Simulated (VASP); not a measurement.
# ScF3 (P4/mmm) in VASP: further runs

ScF3 is run at these levels: LDA; tasks: single point.

Program: VASP 6.6.1. These are calculated values, not measurements. Logs are shortened: lines on timing, memory, paths and dates and some standing lists are left out, and cuts for length are marked.

### Step 1. The cell of the first run

The structure is tetragonal, space group P4/mmm (No. 123). Conventional cell: a = 4.012 Å, b = 4.012 Å, c = 4.173 Å, α = 90.00°, β = 90.00°, γ = 90.00°. Within 2.7 Å of Sc (site symmetry 4/mmm) lie 6 F at 2.01 to 2.09 Å. F (site symmetry mmm) has 2 Sc at 2.01 Å within 2.7 Å. F (site symmetry 4/mmm) has 2 Sc at 2.09 Å within 2.8 Å.

### Step 2. Single point, LDA (strain +0.000 along x and y, +0.040 along z)

INCAR

```
SYSTEM = ScF3
PREC = Accurate ; ENCUT = 520
EDIFF = 1E-7 ; ISMEAR = 0
SIGMA = 0.05 ; LREAL = .False.
LASPH = .True. ; NELM = 80
ALGO = Normal ; ISIF = 2
LWAVE = .False. ; LCHARG = .False.
NBANDS = 24
```

KPOINTS

```
regular mesh
0
Gamma
  6 6 6
  0 0 0
```

POSCAR

```
ScF3
1.0
    4.0124500000      0.0000000000      0.0000000000
    0.0000000000      4.0124500000      0.0000000000
    0.0000000000      0.0000000000      4.1729480000
Sc F
1 3
Direct
    0.0000000000      0.0000000000      0.0000000000
    0.5000000000      0.0000000000      0.0000000000
    0.0000000000      0.5000000000      0.0000000000
    0.0000000000      0.0000000000      0.5000000000
```

Potentials or basis: VASP PAW LDA potentials, release 64 (Sc_sv, F).

On the command line:

```console
cat potpaw_LDA.64/Sc_sv/POTCAR potpaw_LDA.64/F/POTCAR > POTCAR
mpirun -np 1 vasp_std > vasp.out
```

OUTCAR:

```text
SYSTEM = ScF3
   PREC = Accurate
   ENCUT = 520
   EDIFF = 1E-7
   ISMEAR = 0
   LREAL = .False.
   LASPH = .True.
   NELM = 80
   ISIF = 2

 ion  position               nearest neighbor table
   1  0.000  0.000  0.000-   2 2.01   3 2.01   3 2.01   2 2.01   4 2.09   4 2.09
   2  0.500  0.000  0.000-   1 2.01   1 2.01
   3  0.000  0.500  0.000-   1 2.01   1 2.01
   4  0.000  0.000  0.500-   1 2.09   1 2.09

  LATTYP: Found a simple tetragonal cell.
 ALAT       =     4.0124500000
 C/A-ratio  =     1.0400000000

  Lattice vectors:

 A1 = (   4.0124500000,   0.0000000000,   0.0000000000)
 A2 = (   0.0000000000,   4.0124500000,   0.0000000000)
 A3 = (   0.0000000000,   0.0000000000,   4.1729480000)

Analysis of symmetry for initial positions (statically):
=====================================================================
 Subroutine PRICEL returns:
 Original cell was already a primitive cell.

 Routine SETGRP: Setting up the symmetry group for a
 simple tetragonal supercell.

 Subroutine GETGRP returns: Found 16 space group operations
 (whereof 16 operations were pure point group operations)
 out of a pool of 16 trial point group operations.

The static configuration has the point symmetry D_4h.

Analysis of symmetry for dynamics (positions and initial velocities):
=====================================================================
 Subroutine PRICEL returns:
 Original cell was already a primitive cell.

 Routine SETGRP: Setting up the symmetry group for a
 simple tetragonal supercell.

 Subroutine GETGRP returns: Found 16 space group operations
 (whereof 16 operations were pure point group operations)
 out of a pool of 16 trial point group operations.

The dynamic configuration has the point symmetry D_4h.

 Subroutine INISYM returns: Found 16 space group operations
 (whereof 16 operations are pure point group operations),
 and found     1 'primitive' translations

----------------------------------------------------------------------------------------

                                     Primitive cell

  volume of cell :      67.1834

  direct lattice vectors                    reciprocal lattice vectors
     4.012450000  0.000000000  0.000000000     0.249224289  0.000000000  0.000000000
     0.000000000  4.012450000  0.000000000     0.000000000  0.249224289  0.000000000
     0.000000000  0.000000000  4.172948000     0.000000000  0.000000000  0.239638740

  length of vectors
[... 81 lines left out ...]
   LNONCOLLINEAR =      F non collinear calculations
   LSORBIT =      F    spin-orbit coupling
   LASPH  =      T    aspherical Exc in radial PAW
   ENCUT  =  520.0 eV  38.22 Ry    6.18 a.u.   7.46  7.46  7.76*2*pi/ulx,y,z
   NELM   =     80;   NELMIN=  2; NELMDL= -5     # of ELM steps
   EDIFF  = 0.1E-06   stopping-criterion for ELM
   LREAL  =      F    real-space projection
   EDIFFG = 0.1E-05   stopping-criterion for IOM
   NSW    =      0    number of steps for IOM
   IBRION =     -1    ionic relax: 0-MD 1-quasi-New 2-CG
   NFREE  =      0    steps in history (QN), initial steepest desc. (CG)
   ISIF   =      2    stress and relaxation
   ISYM   =      2    0-nonsym 1-usesym 2-fastsym
   POTIM  = 0.5000    time-step for ionic-motion
   TEBEG  =    0.0;   TEEND  =   0.0 temperature during run
   PSTRESS=    0.0 pullay stress
   NELECT =      32.0000    total number of electrons
   NUPDOWN=      -1.0000    fix difference up-down
   EMIN   =  10.00;   EMAX   =-10.00  energy-range for DOS
   EFERMI =   0.00;   METHOD = LEGACY
   ISMEAR =     0;   SIGMA  =   0.05  broadening in eV -4-tet -1-fermi 0-gaus
   EFERMI_NEDOS =   21; number of points for ismear=-14 and -15
   IALGO  =     38    algorithm
   IMIX   =      4    mixing-type and parameters
     AMIX     =   0.40;   BMIX     =  1.00
     AMIX_MAG =   1.60;   BMIX_MAG =  1.00
  volume/ion in A,a.u.               =      16.80       113.34
  Fermi-wavevector in a.u.,A,eV,Ry     =   1.278510  2.416033 22.239912  1.634587
  Thomas-Fermi vector in A             =   2.411048
   LORBIT       =      0    0 simple, 1 ext, 2 COOP (PROOUT), +10 PAW based schemes
   GGA     = CA    functional components
   LHFCALC =     F    Hartree Fock is set to
   AEXX    =    0.0000 exact exchange contribution
   IVDW    =     0    specifies the selected vdW correction
   LEPSILON=     F    determine dielectric tensor
   LRPA    =     F    only Hartree local field effects (RPA)
 non-spin polarized calculation
 Gauss-broadening in eV      SIGMA  =   0.05
  energy-cutoff  :      520.00
  volume of cell :       67.18
 maximum number of plane-waves:      1840
 NGX is ok and might be reduce to    30
   NGX = 15   NGY = 15   NGZ = 15

 number of electron      31.9999975 magnetization

 Free energy of the ion-electron system (eV)
  ---------------------------------------------------
  ext. energy  EPLUGINS =         0.00000000
  ---------------------------------------------------
  free energy    TOTEN  =       -29.47457393 eV

  energy without entropy =      -29.47457393  energy(sigma->0) =      -29.47457393

 E-fermi :  -3.6413     XC(G=0):  -8.6992

 val. band max:       -3.9404530020   @ k =   0.5000   0.5000   0.5000
 cond. band min:       1.9369591416   @ k =   0.0000   0.0000   0.0000
 fundamental gap:      5.8774121436
 Fermi energy:        -3.6412755124

 k-point     1 :       0.0000    0.0000    0.0000
  band No.  band energies     occupation
      1     -49.5805      2.00000
      2     -28.6140      2.00000
      3     -28.6140      2.00000
      4     -28.5302      2.00000
      5     -23.7606      2.00000
      6     -23.5493      2.00000
[... 637 lines left out ...]
     23       7.9534      0.00000
     24       9.5414      0.00000

 [... further k-points ...]
[... 5 lines left out ...]
  --------------------------------------------------------------------------------------
  -------------------------------------------------------------------------------------
  Total       -1.2077320     -1.2077320     -4.4768652      0.0000000      0.0000000      0.0000000
  in kB      -28.8017531    -28.8017531   -106.7633908      0.0000000      0.0000000      0.0000000
  external PRESSURE =     -54.7889657 kB  Pullay stress =       0.0000000 kB

 VOLUME and BASIS-vectors are now :
 -----------------------------------------------------------------------------
  energy-cutoff  :      520.00
  volume of cell :       67.18
      direct lattice vectors                 reciprocal lattice vectors
     4.012450000  0.000000000  0.000000000     0.249224289  0.000000000  0.000000000
     0.000000000  4.012450000  0.000000000     0.000000000  0.249224289  0.000000000
     0.000000000  0.000000000  4.172948000     0.000000000  0.000000000  0.239638740

 POSITION                                       TOTAL-FORCE (eV/Angst)
 -----------------------------------------------------------------------------------
      0.00000      0.00000      0.00000         0.000000      0.000000      0.000000
      2.00623      0.00000      0.00000         0.000000      0.000000      0.000000
      0.00000      2.00623      0.00000         0.000000      0.000000      0.000000
      0.00000      0.00000      2.08647         0.000000      0.000000      0.000000
 -----------------------------------------------------------------------------------
    total drift:                                0.000000      0.000000      0.000000

  FREE ENERGIE OF THE ION-ELECTRON SYSTEM (eV)
  ---------------------------------------------------
  free  energy   TOTEN  =       -29.4745739319 eV

  energy  without entropy=      -29.4745739319  energy(sigma->0) =      -29.47457393
```

OSZICAR:

```text
N       E                     dE             d eps       ncg     rms          rms(c)
DAV:   1     0.397557170023E+03    0.39756E+03   -0.15272E+04  1928   0.138E+03
DAV:   2     0.238234884715E+01   -0.39517E+03   -0.37097E+03  2504   0.423E+02
DAV:   3    -0.333540165696E+02   -0.35736E+02   -0.35375E+02  2832   0.153E+02
DAV:   4    -0.340764688242E+02   -0.72245E+00   -0.72220E+00  2280   0.207E+01
DAV:   5    -0.340972886965E+02   -0.20820E-01   -0.20819E-01  2704   0.325E+00    0.155E+01
DAV:   6    -0.296766858463E+02    0.44206E+01   -0.12609E+01  2912   0.483E+01    0.682E+00
DAV:   7    -0.295466255511E+02    0.13006E+00   -0.82035E-01  2416   0.668E+00    0.392E+00
DAV:   8    -0.294825947293E+02    0.64031E-01   -0.28797E-01  2928   0.583E+00    0.776E-01
DAV:   9    -0.294872392833E+02   -0.46446E-02   -0.18507E-01  2272   0.302E+00    0.106E+00
DAV:  10    -0.294745367019E+02    0.12703E-01   -0.62043E-02  2656   0.220E+00    0.188E-01
DAV:  11    -0.294745188256E+02    0.17876E-04   -0.10985E-03  2688   0.514E-01    0.266E-02
DAV:  12    -0.294745692753E+02   -0.50450E-04   -0.91065E-05  2712   0.113E-01    0.784E-03
DAV:  13    -0.294745736575E+02   -0.43822E-05   -0.12569E-05  2544   0.394E-02    0.149E-02
DAV:  14    -0.294745740817E+02   -0.42418E-06   -0.16899E-06  2408   0.150E-02    0.377E-03
DAV:  15    -0.294745739224E+02    0.15924E-06   -0.76758E-07  2896   0.923E-03    0.103E-03
DAV:  16    -0.294745739319E+02   -0.95065E-08   -0.30352E-08  1312   0.347E-03
   1 F= -.29474574E+02 E0= -.29474574E+02  d E =-.221559E-18
```

stdout:

```text
POSCAR found type information on POSCAR ScF
 POSCAR found :  2 types and       4 ions
 scaLAPACK will be used
 LDA part: xc-table for (Slater(with rela. corr.)+CA(PZ))
 , standard interpolation
 POSCAR, INCAR and KPOINTS ok, starting setup
 FFT: planning ... GRIDC
 FFT: planning ... GRID_SOFT
 FFT: planning ... GRID
 WAVECAR not read
 entering main loop
```

Run time: 29 s. Hardware: 1 thread of Intel Xeon 6975P-C (Granite Rapids), shared host; peak memory 0.17 GiB.

What came out:

| Item | Value |
| --- | --- |
| Free energy | -29.4746 eV |
| Pressure | -5.5 GPa |
| Band gap on the k mesh | 5.88 eV, indirect (least direct gap 6.24 eV) |

Levels at points of the mesh, in eV from the valence-band top:
| k point | band 12 | band 13 | band 14 | band 15 | band 16 | band 17 | band 18 | band 19 | band 20 | band 21 |
| --- | --- | --- | --- | --- | --- | --- | --- | --- | --- | --- |
| (0.00, 0.00, 0.00) | -0.78 | -0.78 | -0.60 | -0.36 | -0.36 | 5.88 | 5.90 | 5.90 | 7.22 | 7.59 |
| (0.50, 0.00, 0.00) | -1.40 | -1.32 | -0.66 | -0.59 | -0.35 | 5.94 | 6.80 | 6.82 | 7.44 | 8.72 |
| (0.50, 0.50, 0.00) | -1.40 | -1.21 | -0.66 | -0.66 | -0.23 | 6.85 | 6.85 | 7.48 | 7.96 | 10.44 |
| (0.00, 0.00, 0.50) | -0.91 | -0.79 | -0.79 | -0.78 | -0.78 | 5.91 | 6.63 | 6.63 | 7.64 | 8.63 |
| (0.50, 0.00, 0.50) | -1.39 | -1.19 | -1.16 | -0.77 | -0.01 | 6.66 | 6.82 | 7.34 | 8.23 | 10.07 |
| (0.50, 0.50, 0.50) | -2.18 | -2.18 | -0.23 | 0.00 | 0.00 | 7.39 | 7.39 | 7.51 | 9.95 | 10.44 |

Caveat: the cell differs from its parent crystal (strain +0.000 along x and y, +0.040 along z).

(Continued in part 2 of 2.)
